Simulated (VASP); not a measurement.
Input of a VASP 6.6.1 run:

Contents of POSCAR:

```
BiTe
1.0
    2.4064474992      1.3893631114      3.2950275793
   -2.4064474992      1.3893631114      3.2950275793
    0.0000000000     -2.7787262229      3.2950275793
Bi Te
1 1
Direct
    0.5000000000      0.5000000000      0.5000000000
    0.0000000000      0.0000000000      0.0000000000
```

INCAR.step1

```
PREC = Accurate
ENCUT = 520
EDIFF = 1E-5
ISMEAR = -1
SIGMA = 0.05
LREAL = F
LASPH = T
NELM = 100
ALGO = Normal
ISIF = 2
LWAVE = T
LCHARG = F
NBANDS = 18
GGA = PE
```

The input INCAR.step2:

```
PREC = Accurate
ENCUT = 520
EDIFF = 1E-6
ISMEAR = -1
SIGMA = 0.05
LREAL = F
LASPH = T
NELM = 100
ALGO = Normal
ISIF = 2
LWAVE = F
LCHARG = F
GGA = PE
LHFCALC = T
HFSCREEN = 0.2079
PRECFOCK = Normal
NBANDS = 18
ISTART = 1
```

Contents of KPOINTS:

```
regular mesh
0
Gamma
  4 4 4
```

Potentials or basis: VASP PAW PBE potentials, release 64 (Bi_d, Te).

Launch:

```bash
$ cat potpaw_PBE.64/Bi_d/POTCAR potpaw_PBE.64/Te/POTCAR > POTCAR
$ cp INCAR.step1 INCAR
$ mpirun -np 1 vasp_std > vasp.out
$ cp INCAR.step2 INCAR
$ mpirun -np 1 vasp_std > vasp.out
```

(1) Predict the pressure.

Results:

(1) -1.0 GPa.

Caveat: the k points lie up to 0.41 Å⁻¹ apart; the PAW data sets were made with another functional, which shifts forces and pressure a little.
